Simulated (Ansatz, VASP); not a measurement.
## Si: VASP beside Ansatz

```
Si
1.0
     0.00000    2.70097    2.70097
     2.70097    0.00000    2.70097
     2.70097    2.70097    0.00000
Si
2
Direct
  0.75000 0.75000 0.75000
  0.50000 0.50000 0.50000
```

Alike in both runs: task relaxation of cell and atoms; functional LDA; k mesh 12 × 12 × 12; occupations gaussian, width 0.02 eV; no spin polarisation.

|  | VASP | Ansatz |
| --- | --- | --- |
| version | VASP 6.6.1 | Ansatz 0.2.0 |
| potentials or method | VASP PAW LDA potentials, release 64 (Si), cutoff 600 eV | scalar-relativistic, plane waves, PAW |
| valence electrons in the cell | 8 | 8 |

```csv
,VASP,Ansatz,Ansatz less VASP
"gap on the k mesh at the Fermi level, each at its own relaxed structure (eV)",0.44,0.44,+0.001
relaxed volume (Å³/atom),19.72,19.70,-0.011
relaxed length of the cell vector where the two differ most in proportion (Å),3.820,3.820,-0.0007
```

LDA's correlation is that of Perdew and Zunger in VASP and of Perdew and Wang (1992) in Ansatz.
